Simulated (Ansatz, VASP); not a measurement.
## One calculation of ZnS, two programs

The input INCAR:

```
SYSTEM = ZnS
ALGO = Normal
EDIFF = 1E-6
ENCUT = 520
GGA = CA
ISIF = 2
ISMEAR = 0
LASPH = .TRUE.
LCHARG = .FALSE.
LREAL = .FALSE.
LWAVE = .FALSE.
NBANDS = 16
NELM = 80
PREC = Accurate
SIGMA = 0.01
```

File KPOINTS:

```
k-points
0
G
  6 6 6
  0 0 0
```

POSCAR

```
ZnS
1.0
    0.0000000000      2.6940955531      2.6940955531
    2.6940955531      0.0000000000      2.6940955531
    2.6940955531      2.6940955531      0.0000000000
Zn S
1 1
Direct
    0.2500000000      0.2500000000      0.2500000000
    0.0000000000      0.0000000000      0.0000000000
```

Input for Ansatz:

```yaml
crystal:
  lattice:
    - [0.0, 2.6940955531, 2.6940955531]
    - [2.6940955531, 0.0, 2.6940955531]
    - [2.6940955531, 2.6940955531, 0.0]
  atoms:
    - { symbol: Zn, position: [0.25, 0.25, 0.25] }
    - { symbol: S, position: [0.0, 0.0, 0.0] }
kpoints:
  mp_grid: { grid: [6, 6, 6] }
hamiltonian:
  xc: lda
scf:
  occupations: { method: fixed }
  n_extra_bands: 4
output:
  forces: true
  stress: true
  eigenvalues: true
```

Alike in both runs: task single point; functional LDA; k mesh 6 × 6 × 6; no spin polarisation.

|  | VASP | Ansatz |
| --- | --- | --- |
| version | VASP 6.6.1 | Ansatz 0.2.0 |
| potentials or method | VASP PAW LDA potentials, release 64 (Zn, S) | plane waves |
| plane-wave cutoff (eV) | 520 | 420 |
| occupations | gaussian, width 0.01 eV | fixed |
| valence electrons in the cell | 18 | 18 |

```tsv
	VASP	Ansatz	Ansatz less VASP
gap on the k mesh at the Fermi level (eV)	1.93	1.89	-0.032
pressure (GPa)	-3.7	-3.9	-0.20
```

LDA's correlation is that of Perdew and Zunger in VASP and of Perdew and Wang (1992) in Ansatz.
